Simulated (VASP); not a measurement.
# BiTe (R-3m) in VASP: further runs

Runs on BiTe. Level: PBEsol. Tasks: single point.

Program: VASP 6.6.1. These are calculated values, not measurements. Logs are shortened: lines on timing, memory, paths and dates and some standing lists are left out, and cuts for length are marked.

## (1) The cell of the first run

It takes space group R-3m (No. 166, trigonal). The conventional cell has a = 4.984 Å, b = 4.984 Å, c = 10.086 Å, α = 90.00°, β = 90.00°, γ = 120.00°. Bi (site symmetry -3m) has 6 Te at 3.33 Å within 4.4 Å. Within 4.4 Å of Te (site symmetry -3m) lie 6 Bi at 3.33 Å.

## (2) Single point, PBEsol (strained)

INCAR

```
PREC = Accurate ; ENCUT = 520
EDIFF = 1E-7 ; ISMEAR = 0
SIGMA = 0.1 ; LREAL = False
LASPH = True ; NELM = 100
ALGO = Normal ; ISIF = 2
LWAVE = False ; LCHARG = False
GGA = PS ; NBANDS = 18
```

KPOINTS

```
regular mesh
0
Gamma
  12 12 12
```

POSCAR

```
BiTe
1.0
    2.4918033985      1.4386433629      3.3621417417
   -2.4918033985      1.4386433629      3.3621417417
    0.0000000000     -2.8772867258      3.3621417417
Bi Te
1 1
Direct
    0.5000000000      0.5000000000      0.5000000000
    0.0000000000      0.0000000000      0.0000000000
```

Potentials or basis: VASP PAW PBE potentials, release 64 (Bi_d, Te).

Started as:

```bash
$ cat potpaw_PBE.64/Bi_d/POTCAR potpaw_PBE.64/Te/POTCAR > POTCAR
$ mpirun -np 1 vasp_std > vasp.out
```

OUTCAR:

```text
PREC = Accurate
   ENCUT = 520
   EDIFF = 1E-7
   ISMEAR = 0
   LREAL = False
   LASPH = True
   NELM = 100
   ISIF = 2
   GGA = PS

 ion  position               nearest neighbor table
   1  0.500  0.500  0.500-   2 3.33   2 3.33   2 3.33   2 3.33   2 3.33   2 3.33
   2  0.000  0.000  0.000-   1 3.33   1 3.33   1 3.33   1 3.33   1 3.33   1 3.33

  LATTYP: Found a trigonal (rhomboedric) cell.
 ALAT       =     4.4252430435
 COS(alpha) =     0.3658627174

  Lattice vectors:

 A1 = (   2.4918033985,   1.4386433629,   3.3621417417)
 A2 = (  -2.4918033985,   1.4386433629,   3.3621417417)
 A3 = (   0.0000000000,  -2.8772867258,   3.3621417417)

Analysis of symmetry for initial positions (statically):
=====================================================================
 Subroutine PRICEL returns:
 Original cell was already a primitive cell.

 Routine SETGRP: Setting up the symmetry group for a
 trigonal (rhombohedral) supercell.

 Subroutine GETGRP returns: Found 12 space group operations
 (whereof 12 operations were pure point group operations)
 out of a pool of 12 trial point group operations.

The static configuration has the point symmetry D_3d.

Analysis of symmetry for dynamics (positions and initial velocities):
=====================================================================
 Subroutine PRICEL returns:
 Original cell was already a primitive cell.

 Routine SETGRP: Setting up the symmetry group for a
 trigonal (rhombohedral) supercell.

 Subroutine GETGRP returns: Found 12 space group operations
 (whereof 12 operations were pure point group operations)
 out of a pool of 12 trial point group operations.

The dynamic configuration has the point symmetry D_3d.

 Subroutine INISYM returns: Found 12 space group operations
 (whereof 12 operations are pure point group operations),
 and found     1 'primitive' translations

----------------------------------------------------------------------------------------

                                     Primitive cell

  volume of cell :      72.3160

  direct lattice vectors                    reciprocal lattice vectors
     2.491803399  1.438643363  3.362141742     0.200657885  0.115849884  0.099143153
    -2.491803399  1.438643363  3.362141742    -0.200657885  0.115849884  0.099143153
     0.000000000 -2.877286726  3.362141742     0.000000000 -0.231699768  0.099143153

  length of vectors
     4.425243043  4.425243043  4.425243043     0.252020133  0.252020133  0.252020133

  position of ions in fractional coordinates (direct lattice)
     0.500000000  0.500000000  0.500000000
     0.000000000  0.000000000  0.000000000

  ion indices of the primitive-cell ions
   primitive index   ion index
                 1           1
                 2           2

----------------------------------------------------------------------------------------

 KPOINTS: regular mesh

Automatic generation of k-mesh.
 Grid dimensions read from file:
 generate k-points for:   12   12   12

 Generating k-lattice:

  Cartesian coordinates                     Fractional coordinates (reciprocal lattice)
     0.016721490  0.009654157  0.008261929     0.083333333  0.000000000 -0.000000000
    -0.016721490  0.009654157  0.008261929     0.000000000  0.083333333 -0.000000000
     0.000000000 -0.019308314  0.008261929    -0.000000000 -0.000000000  0.083333333

  Length of vectors
     0.021001678  0.021001678  0.021001678

  Shift w.r.t. Gamma in fractional coordinates (k-lattice)
     0.000000000  0.000000000  0.000000000

 Subroutine IBZKPT returns following result:
 ===========================================

 Found    189 irreducible k-points:

 Following reciprocal coordinates:
            Coordinates               Weight
  0.000000  0.000000  0.000000      1.000000
  0.083333 -0.000000  0.000000      6.000000
  0.166667 -0.000000  0.000000      6.000000
  0.250000  0.000000  0.000000      6.000000
  0.333333  0.000000  0.000000      6.000000
  0.416667 -0.000000  0.000000      6.000000
[... 16 lines left out ...]
  0.500000  0.166667  0.000000     12.000000
 -0.416667  0.166667  0.000000     12.000000
 [... further k-points ...]
   k-points           NKPTS =    189   k-points in BZ     NKDIM =    189   number of bands    NBANDS=     18
   number of dos      NEDOS =    301   number of ions     NIONS =      2
   total plane-waves  NPLWV =  46656
   dimension x,y,z NGX =    36 NGY =   36 NGZ =   36
   dimension x,y,z NGXF=    72 NGYF=   72 NGZF=   72
   ions per type =               1   1
   NGX,Y,Z   is equivalent  to a cutoff of  13.52, 13.52, 13.52 a.u.
   NGXF,Y,Z  is equivalent  to a cutoff of  27.05, 27.05, 27.05 a.u.
 SYSTEM =  unknown system
   PREC   = accura    normal or accurate (medium, high low for compatibility)
   ISTART =      0    job   : 0-new  1-cont  2-samecut
   ICHARG =      2    charge: 1-file 2-atom 10-const
   ISPIN  =      1    spin polarized calculation?
   LNONCOLLINEAR =      F non collinear calculations
   LSORBIT =      F    spin-orbit coupling
   LASPH  =      T    aspherical Exc in radial PAW
   ENCUT  =  520.0 eV  38.22 Ry    6.18 a.u.   8.23  8.23  8.23*2*pi/ulx,y,z
   NELM   =    100;   NELMIN=  2; NELMDL= -5     # of ELM steps
   EDIFF  = 0.1E-06   stopping-criterion for ELM
   LREAL  =      F    real-space projection
   EDIFFG = 0.1E-05   stopping-criterion for IOM
   NSW    =      0    number of steps for IOM
   IBRION =     -1    ionic relax: 0-MD 1-quasi-New 2-CG
   NFREE  =      0    steps in history (QN), initial steepest desc. (CG)
   ISIF   =      2    stress and relaxation
   ISYM   =      2    0-nonsym 1-usesym 2-fastsym
   POTIM  = 0.5000    time-step for ionic-motion
   TEBEG  =    0.0;   TEEND  =   0.0 temperature during run
   PSTRESS=    0.0 pullay stress
   NELECT =      21.0000    total number of electrons
   NUPDOWN=      -1.0000    fix difference up-down
   EMIN   =  10.00;   EMAX   =-10.00  energy-range for DOS
   EFERMI =   0.00;   METHOD = LEGACY
   ISMEAR =     0;   SIGMA  =   0.10  broadening in eV -4-tet -1-fermi 0-gaus
   EFERMI_NEDOS =   21; number of points for ismear=-14 and -15
   IALGO  =     38    algorithm
   IMIX   =      4    mixing-type and parameters
     AMIX     =   0.40;   BMIX     =  1.00
     AMIX_MAG =   1.60;   BMIX_MAG =  1.00
  volume/ion in A,a.u.               =      36.16       244.01
  Fermi-wavevector in a.u.,A,eV,Ry     =   1.084101  2.048654 15.990596  1.175276
  Thomas-Fermi vector in A             =   2.220183
   LORBIT       =      0    0 simple, 1 ext, 2 COOP (PROOUT), +10 PAW based schemes
   GGA     = PS    functional components
   LHFCALC =     F    Hartree Fock is set to
   AEXX    =    0.0000 exact exchange contribution
   IVDW    =     0    specifies the selected vdW correction
   LEPSILON=     F    determine dielectric tensor
   LRPA    =     F    only Hartree local field effects (RPA)
 non-spin polarized calculation
 Gauss-broadening in eV      SIGMA  =   0.10
  energy-cutoff  :      520.00
  volume of cell :       72.32
 maximum number of plane-waves:      1981
 NGX is ok and might be reduce to    36
   NGX = 17   NGY = 17   NGZ = 17

 number of electron      20.9999995 magnetization

 Free energy of the ion-electron system (eV)
  ---------------------------------------------------
  ext. energy  EPLUGINS =         0.00000000
  ---------------------------------------------------
  free energy    TOTEN  =        -7.86182748 eV

  energy without entropy =       -7.85470762  energy(sigma->0) =       -7.85826755

 E-fermi :   5.6765     XC(G=0):  -9.3303

 val. band max:        5.6734720193   @ k =   0.3333   0.0833   0.0833
 cond. band min:       5.6792857971   @ k =  -0.4167   0.1667   0.0000
 fundamental gap:      0.0058137778
 Fermi energy:         5.6764555513

 k-point     1 :       0.0000    0.0000    0.0000
  band No.  band energies     occupation
      1     -17.4305      2.00000
      2     -17.4305      2.00000
      3     -17.4190      2.00000
      4     -17.4190      2.00000
      5     -17.4085      2.00000
      6      -7.3346      2.00000
[... 10 lines left out ...]
     17      12.4950      0.00000
     18      12.5523      0.00000

 k-point     2 :       0.0833   -0.0000    0.0000
  band No.  band energies     occupation
      1     -17.4304      2.00000
      2     -17.4304      2.00000
      3     -17.4193      2.00000
      4     -17.4187      2.00000
      5     -17.4085      2.00000
      6      -7.2809      2.00000
[... 10 lines left out ...]
     17      12.2567      0.00000
     18      12.8140      0.00000

 k-point     3 :       0.1667   -0.0000    0.0000
  band No.  band energies     occupation
      1     -17.4301      2.00000
      2     -17.4300      2.00000
      3     -17.4200      2.00000
      4     -17.4177      2.00000
      5     -17.4082      2.00000
      6      -7.1208      2.00000
[... 10 lines left out ...]
     17      12.7638      0.00000
     18      13.4821      0.00000

 k-point     4 :       0.2500    0.0000    0.0000
  band No.  band energies     occupation
      1     -17.4300      2.00000
      2     -17.4296      2.00000
      3     -17.4210      2.00000
      4     -17.4165      2.00000
      5     -17.4075      2.00000
      6      -6.8577      2.00000
[... 375 lines left out ...]
      4     -17.4137      2.00000
      5     -17.4061      2.00000
      6      -6.1865      2.00000
[... 10 lines left out ...]
     17      14.7850      0.00000
     18      15.1356      0.00000

 k-point    23 :       0.5000    0.1667    0.0000
  band No.  band energies     occupation
      1     -17.4307      2.00000
      2     -17.4290      2.00000
      3     -17.4219      2.00000
      4     -17.4137      2.00000
      5     -17.4056      2.00000
      6      -5.7543      2.00000
[... 10 lines left out ...]
     17      15.0514      0.00000
     18      15.9591      0.00000

 k-point    24 :      -0.4167    0.1667    0.0000
  band No.  band energies     occupation
      1     -17.4301      2.00000
      2     -17.4293      2.00000
      3     -17.4217      2.00000
      4     -17.4140      2.00000
      5     -17.4059      2.00000
      6      -5.6211      2.00000
[... 10 lines left out ...]
     17      14.4632      0.00000
     18      15.3389      0.00000

 [... further k-points ...]

------------------------ aborting loop because EDIFF is reached ----------------------------------------

  FORCE on cell =-STRESS in cart. coord.  units (eV):
  Direction    XX          YY          ZZ          XY          YZ          ZX
  --------------------------------------------------------------------------------------
  -------------------------------------------------------------------------------------
  Total       -2.5674188     -2.5674188     -1.9336841      0.0000000      0.0000000      0.0000000
  in kB      -56.8817714    -56.8817714    -42.8412294      0.0000000      0.0000000      0.0000000
  external PRESSURE =     -52.2015907 kB  Pullay stress =       0.0000000 kB

 VOLUME and BASIS-vectors are now :
 -----------------------------------------------------------------------------
  energy-cutoff  :      520.00
  volume of cell :       72.32
      direct lattice vectors                 reciprocal lattice vectors
     2.491803399  1.438643363  3.362141742     0.200657885  0.115849884  0.099143153
    -2.491803399  1.438643363  3.362141742    -0.200657885  0.115849884  0.099143153
     0.000000000 -2.877286726  3.362141742     0.000000000 -0.231699768  0.099143153

 POSITION                                       TOTAL-FORCE (eV/Angst)
 -----------------------------------------------------------------------------------
      0.00000      0.00000      5.04321        -0.000000      0.000000      0.000000
      0.00000      0.00000      0.00000         0.000000     -0.000000     -0.000000
 -----------------------------------------------------------------------------------
    total drift:                               -0.000000     -0.000000      0.000000

  FREE ENERGIE OF THE ION-ELECTRON SYSTEM (eV)
  ---------------------------------------------------
  free  energy   TOTEN  =        -7.8618274840 eV

  energy  without entropy=       -7.8547076243  energy(sigma->0) =       -7.85826755
```

Wall time 4.2 min (1 thread of Intel Xeon Platinum 8259CL at 2.50GHz (Skylake/Cascade Lake), shared host); peak memory 0.39 GiB.

Results:

```
Free energy : -7.8618 eV
Pressure    : -5.2 GPa
```

Caveat: the cell differs from its parent crystal (strained); the PAW data sets were made with another functional, which shifts forces and pressure a little; spin-orbit coupling is left out, which moves the levels of the heavy elements.

## (3) Single point, PBEsol (volume scaled by 0.88, then relaxed in part)

INCAR

```
SYSTEM = BiTe
PREC = Accurate ; ENCUT = 520
EDIFF = 1E-6 ; ISMEAR = 0
SIGMA = 0.1 ; LREAL = .FALSE.
LASPH = .TRUE. ; NELM = 80
ALGO = Normal ; ISIF = 2
LWAVE = .FALSE. ; LCHARG = .FALSE.
GGA = PS ; NBANDS = 18
```

KPOINTS

```
regular mesh
0
G
  12 12 12
  0 0 0
```

POSCAR

```
BiTe
1.0
    2.4002978582      1.3858126145      2.8092349142
   -2.4002978582      1.3858126145      2.8092349142
    0.0000000000     -2.7716252291      2.8092349142
Bi Te
1 1
Direct
    0.5000000000      0.5000000000      0.5000000000
    0.0000000000      0.0000000000      0.0000000000
```

Potentials or basis: VASP PAW PBE potentials, release 64 (Bi_d, Te).

Started as:

```bash
$ cat potpaw_PBE.64/Bi_d/POTCAR potpaw_PBE.64/Te/POTCAR > POTCAR
$ mpirun -np 1 vasp_std > vasp.out
```

Run time: 81 s. Hardware: 1 thread of AMD EPYC 9R45 (Zen 5), shared host; peak memory 0.28 GiB.

Results (log left out):

```yaml
Free_energy: -7.8596 eV
Pressure: 6.9 GPa
```

Levels at points of the mesh, in eV from the Fermi level:
```
           k point  band 6  band 7  band 8  band 9  band 10  band 11  band 12  band 13  band 14  band 15
(0.00, 0.00, 0.00)  -14.58   -7.79   -3.43   -3.43    -1.31     2.55     3.40     3.40     3.80     3.80
(0.50, 0.00, 0.00)  -12.20  -11.99   -1.86   -1.72    -1.08    -0.46    -0.11     1.53     5.91     6.59
(0.50, 0.50, 0.00)  -12.00   -9.94   -6.57   -5.66    -2.75     2.57     3.05     4.06     5.10     8.08
(0.50, 0.50, 0.50)  -11.22  -10.84   -3.04   -3.04    -2.97    -2.44    -2.11    -2.11    10.03    10.67
```

Caveat: the PAW data sets were made with another functional, which shifts forces and pressure a little; spin-orbit coupling is left out, which moves the levels of the heavy elements.
